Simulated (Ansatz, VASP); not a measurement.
**TiO2: VASP beside Ansatz**

```
Ti O
1.0
    -2.96380    3.28346    3.28346
     2.96380   -3.28346    3.28346
     2.96380    3.28346   -3.28346
Ti O
4 8
Cartesian
  2.9638 1.6417 1.6423
  0.0000 1.6417 1.6412
  1.4819 1.6417 -1.6417
  1.4819 -1.6417 1.6417
  1.4819 1.6417 0.3620
  2.9638 2.9214 -1.6417
  1.4819 -1.6417 3.6455
  0.0000 3.6455 1.6417
  2.9638 -0.3620 1.6417
  0.0000 0.3620 4.9252
  1.4819 4.9252 -0.3620
  1.4819 1.6417 2.9214
```

Alike in both runs: functional PBE; k mesh 6 × 6 × 6; occupations gaussian, width 0.02 eV; no spin polarisation.

Ansatz relaxed the structure, and its values are those at the end. VASP's run is a single point on that final structure, the one shown.

|  | VASP | Ansatz |
| --- | --- | --- |
| version | VASP 6.6.1 | Ansatz 0.2.0 |
| potentials or method | VASP PAW PBE potentials, release 64 (Ti_sv, O), cutoff 520 eV | scalar-relativistic, plane waves, PAW |
| valence electrons in the cell | 96 | 96 |

Ansatz gave:

| Quantity | Value |
| --- | --- |
| gap on the k mesh at the Fermi level (eV) | 1.86 |
| least direct gap on the mesh (eV) | 1.86 |
| pressure (GPa) | 0.0 |
| rms of the force components (eV/Å) | 0.000 |

Problem. What did VASP give for the same quantities?

Solution. gap on the k mesh at the Fermi level (eV): 1.83; least direct gap on the mesh (eV): 1.83; pressure (GPa): 0.7; rms of the force components (eV/Å): 0.014.
